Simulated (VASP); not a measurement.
# KBr (Immm) in VASP: further runs, part 2 of 2

VASP 6.6.1. The steps go on from the part before.

**5. Single point, PBE (uniaxial strain along a: +1.5 %)**

INCAR

```
SYSTEM = KBr
PREC     = Accurate       ! precision mode
ENCUT    = 520            ! plane-wave cutoff, eV
EDIFF    = 1E-7           ! SCF threshold, eV
ISMEAR   = 0              ! smearing method
SIGMA    = 0.02           ! smearing width, eV
LREAL    = .FALSE.        ! projectors in reciprocal space
LASPH    = .TRUE.         ! aspherical terms in the spheres
NELM     = 100            ! most SCF steps
ALGO     = Normal         ! electronic algorithm
ISIF     = 2              ! what is computed and relaxed
LWAVE    = .FALSE.        ! write WAVECAR
LCHARG   = .FALSE.        ! write CHGCAR
GGA      = PE             ! functional
NBANDS   = 24             ! bands
```

KPOINTS

```
regular mesh
0
G
  6 6 4
  0 0 0
```

POSCAR

```
KBr
1.0
    3.4002167535      3.4002167535      0.0000000000
   -3.3374048677      3.3374048677      0.0000000000
    0.0000000000      0.0000000000      6.6748097354
K Br
2 2
Direct
    0.0000000000      0.0000000000      0.0000000000
    0.5000000000      0.5000000000      0.5000000000
    0.5000000000      0.5000000000      0.0000000000
    0.0000000000      0.0000000000      0.5000000000
```

Potentials or basis: VASP PAW PBE potentials, release 64 (K_sv, Br).

Command:

```
$ cat potpaw_PBE.64/K_sv/POTCAR potpaw_PBE.64/Br/POTCAR > POTCAR
$ mpirun -np 1 vasp_std > vasp.out
```

OUTCAR:

```text
SYSTEM = KBr
   PREC = Accurate
   ENCUT = 520
   EDIFF = 1E-7
   ISMEAR = 0
   LREAL = .FALSE.
   LASPH = .TRUE.
   NELM = 100
   ISIF = 2
   GGA = PE

 ion  position               nearest neighbor table
   1  0.000  0.000  0.000-
   2  0.500  0.500  0.500-
   3  0.500  0.500  0.000-
   4  0.000  0.000  0.500-

  LATTYP: Found a simple orthorhombic cell.
 ALAT       =     4.7198032270
 B/A-ratio  =     1.0188205772
 C/A-ratio  =     1.4142135624

  Lattice vectors:

 A1 = (   3.3374048677,  -3.3374048677,   0.0000000000)
 A2 = (   3.4002167535,   3.4002167535,   0.0000000000)
 A3 = (   0.0000000000,   0.0000000000,   6.6748097354)

Analysis of symmetry for initial positions (statically):
=====================================================================
 Subroutine PRICEL returns following result:

  LATTYP: Found a body centered orthorhombic cell.
 ALAT       =     4.7198032270
 B/A-ratio  =     1.0188205772
 C/A-ratio  =     1.4142135624

  Lattice vectors:

 A1 = (   3.3688108106,   0.0314059429,  -3.3374048677)
 A2 = (  -3.3688108106,  -0.0314059429,  -3.3374048677)
 A3 = (   0.0314059429,   3.3688108106,   3.3374048677)

   2 primitive cells build up your supercell.

 Routine SETGRP: Setting up the symmetry group for a
 simple orthorhombic supercell.

 Subroutine GETGRP returns: Found  8 space group operations
 (whereof  8 operations were pure point group operations)
 out of a pool of  8 trial point group operations.

The static configuration has the point symmetry D_2h.

Analysis of symmetry for dynamics (positions and initial velocities):
=====================================================================
[... 129 lines left out ...]
   ISYM   =      2    0-nonsym 1-usesym 2-fastsym
   POTIM  = 0.5000    time-step for ionic-motion
   TEBEG  =    0.0;   TEEND  =   0.0 temperature during run
   PSTRESS=    0.0 pullay stress
   NELECT =      32.0000    total number of electrons
   NUPDOWN=      -1.0000    fix difference up-down
   EMIN   =  10.00;   EMAX   =-10.00  energy-range for DOS
   EFERMI =   0.00;   METHOD = LEGACY
   ISMEAR =     0;   SIGMA  =   0.02  broadening in eV -4-tet -1-fermi 0-gaus
   EFERMI_NEDOS =   21; number of points for ismear=-14 and -15
   IALGO  =     38    algorithm
   IMIX   =      4    mixing-type and parameters
     AMIX     =   0.40;   BMIX     =  1.00
     AMIX_MAG =   1.60;   BMIX_MAG =  1.00
  volume/ion in A,a.u.               =      37.87       255.58
  Fermi-wavevector in a.u.,A,eV,Ry     =   0.974982  1.842449 12.933567  0.950590
  Thomas-Fermi vector in A             =   2.105485
   LORBIT       =      0    0 simple, 1 ext, 2 COOP (PROOUT), +10 PAW based schemes
   GGA     = PE    functional components
   LHFCALC =     F    Hartree Fock is set to
   AEXX    =    0.0000 exact exchange contribution
   IVDW    =     0    specifies the selected vdW correction
   LEPSILON=     F    determine dielectric tensor
   LRPA    =     F    only Hartree local field effects (RPA)
 non-spin polarized calculation
 Gauss-broadening in eV      SIGMA  =   0.02
  energy-cutoff  :      520.00
  volume of cell :      151.49
 maximum number of plane-waves:      4116
 NGX is ok and might be reduce to    36
   NGX = 17   NGY = 17   NGZ = 25

 number of electron      31.9999994 magnetization

 Free energy of the ion-electron system (eV)
  ---------------------------------------------------
  ext. energy  EPLUGINS =         0.00000000
  ---------------------------------------------------
  free energy    TOTEN  =       -12.44579209 eV

  energy without entropy =      -12.44579209  energy(sigma->0) =      -12.44579209

 E-fermi :  -1.7429     XC(G=0):  -7.1634

 val. band max:       -1.9209376261   @ k =   0.0000   0.0000   0.0000
 cond. band min:       2.3563671871   @ k =   0.0000   0.0000   0.0000
 fundamental gap:      4.2773048132
 Fermi energy:        -1.7429198460

 k-point     1 :       0.0000    0.0000    0.0000
  band No.  band energies     occupation
      1     -29.8377      2.00000
      2     -29.8322      2.00000
      3     -14.1714      2.00000
      4     -14.0857      2.00000
      5     -13.3832      2.00000
      6     -13.3414      2.00000
[... 637 lines left out ...]
     23       7.3860      0.00000
     24       7.3860      0.00000

 [... further k-points ...]
[... 5 lines left out ...]
  --------------------------------------------------------------------------------------
  -------------------------------------------------------------------------------------
  Total       -0.1088902     -0.1088902      0.1138645     -0.0912983      0.0000000      0.0000000
  in kB       -1.1516352     -1.1516352      1.2042437     -0.9655818      0.0000000      0.0000000
  external PRESSURE =      -0.3663422 kB  Pullay stress =       0.0000000 kB

 VOLUME and BASIS-vectors are now :
 -----------------------------------------------------------------------------
  energy-cutoff  :      520.00
  volume of cell :      151.49
      direct lattice vectors                 reciprocal lattice vectors
     3.400216754  3.400216754  0.000000000     0.147049449  0.147049449  0.000000000
    -3.337404868  3.337404868  0.000000000    -0.149817004  0.149817004  0.000000000
     0.000000000  0.000000000  6.674809735     0.000000000  0.000000000  0.149817004

 POSITION                                       TOTAL-FORCE (eV/Angst)
 -----------------------------------------------------------------------------------
      0.00000      0.00000      0.00000        -0.000000     -0.000000     -0.000000
      0.03141      3.36881      3.33740        -0.000000     -0.000000      0.000000
      0.03141      3.36881      0.00000         0.000000      0.000000     -0.000000
      0.00000      0.00000      3.33740        -0.000000     -0.000000     -0.000000
 -----------------------------------------------------------------------------------
    total drift:                               -0.000000      0.000000      0.000000

  FREE ENERGIE OF THE ION-ELECTRON SYSTEM (eV)
  ---------------------------------------------------
  free  energy   TOTEN  =       -12.4457920887 eV

  energy  without entropy=      -12.4457920887  energy(sigma->0) =      -12.44579209
```

OSZICAR:

```text
N       E                     dE             d eps       ncg     rms          rms(c)
DAV:   1     0.227666751292E+03    0.22767E+03   -0.13750E+04  2304   0.116E+03
DAV:   2     0.583233940045E+01   -0.22183E+03   -0.20974E+03  2856   0.288E+02
DAV:   3    -0.124215140915E+02   -0.18254E+02   -0.18172E+02  3792   0.715E+01
DAV:   4    -0.128033128661E+02   -0.38180E+00   -0.38105E+00  3304   0.103E+01
DAV:   5    -0.128173364287E+02   -0.14024E-01   -0.14023E-01  3456   0.146E+00    0.404E+00
DAV:   6    -0.124482813571E+02    0.36906E+00   -0.58813E-01  2904   0.282E+00    0.287E+00
DAV:   7    -0.124230639180E+02    0.25217E-01   -0.32209E-01  3016   0.228E+00    0.142E+00
DAV:   8    -0.124442559768E+02   -0.21192E-01   -0.53197E-02  3208   0.118E+00    0.291E-01
DAV:   9    -0.124442782466E+02   -0.22270E-04   -0.11163E-03  3136   0.166E-01    0.181E-01
DAV:  10    -0.124457872425E+02   -0.15090E-02   -0.27801E-03  2776   0.239E-01    0.825E-02
DAV:  11    -0.124457811938E+02    0.60487E-05   -0.90643E-05  3632   0.467E-02    0.246E-02
DAV:  12    -0.124457887656E+02   -0.75718E-05   -0.13310E-05  3000   0.180E-02    0.697E-03
DAV:  13    -0.124457916214E+02   -0.28558E-05   -0.59121E-06  2936   0.138E-02    0.389E-03
DAV:  14    -0.124457919038E+02   -0.28247E-06   -0.11644E-07  2288   0.215E-03    0.185E-03
DAV:  15    -0.124457920509E+02   -0.14708E-06   -0.39055E-08  2200   0.128E-03    0.316E-04
DAV:  16    -0.124457920887E+02   -0.37816E-07   -0.65475E-09  2160   0.494E-04
   1 F= -.12445792E+02 E0= -.12445792E+02  d E =-.306728E-38
```

It took 3.5 min on 1 thread of AMD EPYC 9755, shared host; peak memory 0.28 GiB.

Results:

* Free energy: -12.4458 eV
* Pressure: 0.0 GPa
* Band gap on the k mesh: 4.28 eV

Caveat: the cell differs from its parent crystal (uniaxial strain along a: +1.5 %).

**6. Summary**

| cell | gap on the mesh (eV) | pressure (GPa) |
| --- | --- | --- |
| a = 4.880, b = 4.702, c = 6.650 Å, 4 atoms | 4.24 | -0.1 |
| a = 4.667, b = 4.781, c = 6.714 Å, 4 atoms | 4.30 | 0.1 |
| a = 4.809, b = 4.720, c = 6.675 Å, 4 atoms | 4.28 | 0.0 |

Alike in all rows: task single point; level PBE; potentials or basis VASP PAW PBE potentials, release 64 (K_sv, Br); no spin polarisation; k mesh 6 × 6 × 4; cutoff (eV) 520; smearing gaussian 0.02 eV.

Absolute energies hang on the potentials; compare differences alone.
